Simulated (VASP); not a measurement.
Crystal: Hf2SiOF2.

```
CELL_PARAMETERS angstrom
3.19127 0.00000 0.00000
0.00000 3.19127 0.00000
0.00000 0.00000 7.84893
ATOMIC_POSITIONS crystal
Hf 0.50000 0.00000 0.33508
Hf 0.00000 0.50000 0.66492
Si 0.50000 0.50000 0.00000
O 0.00000 0.00000 0.00000
F 0.50000 0.00000 0.70711
F 0.00000 0.50000 0.29289
```

The cell was generated, and may not be a known phase.

```yaml
Program: VASP 6.6.1
Task: relaxation of cell and atoms
Functional: PBE
Potentials_or_basis: VASP PAW PBE potentials, release 64 (Hf_pv, Si, O, F)
Cutoff: 600 eV
k_mesh: 6 × 6 × 2
Occupations: gaussian, width 0.1 eV
Spin: no spin polarisation
```

At the start: pressure -1.7 GPa; volume 13.32 Å³/atom.

Q: Where does the relaxation end?

A: Over 7 steps the energy falls by 2.6 meV/atom and the volume is 13.24 Å³/atom (-0.6 %); space group P-4m2 (No. 115, to 0.1 Å) before and after.

The path:
| step | energy change (eV) | largest force (eV/Å) | pressure (GPa) | volume (Å³) |
| --- | --- | --- | --- | --- |
| 1 | 0.0000 | 0.0766 | -1.73 | 79.93 |
| 2 | -0.0083 | 0.0776 | 1.40 | 78.28 |
| 3 | -0.0103 | 0.0495 | 0.42 | 78.77 |
| 4 | -0.0126 | 0.0734 | 0.23 | 78.98 |
| 5 | -0.0136 | 0.1104 | -0.06 | 79.29 |
| 6 | -0.0149 | 0.0608 | -0.10 | 79.35 |
| 7 | -0.0153 | 0.0081 | -0.14 | 79.42 |

Final structure:
```cif
data_structure
_symmetry_space_group_name_H-M 'P 1'
_symmetry_Int_Tables_number 1
_cell_length_a 3.1576
_cell_length_b 3.1576
_cell_length_c 7.9651
_cell_angle_alpha 90.000
_cell_angle_beta 90.000
_cell_angle_gamma 90.000
_cell_volume 79.42
loop_
_atom_site_label
_atom_site_type_symbol
_atom_site_fract_x
_atom_site_fract_y
_atom_site_fract_z
_atom_site_occupancy
Hf1 Hf 0.50000 0.00000 0.33772 1
Hf2 Hf 0.00000 0.50000 0.66228 1
Si1 Si 0.50000 0.50000 0.00000 1
O1 O 0.00000 0.00000 0.00000 1
F1 F 0.50000 0.00000 0.70644 1
F2 F 0.00000 0.50000 0.29357 1
```

Caveat: the k points lie up to 0.39 Å⁻¹ apart in the final cell, too coarse for converged energies and pressures of a metal.
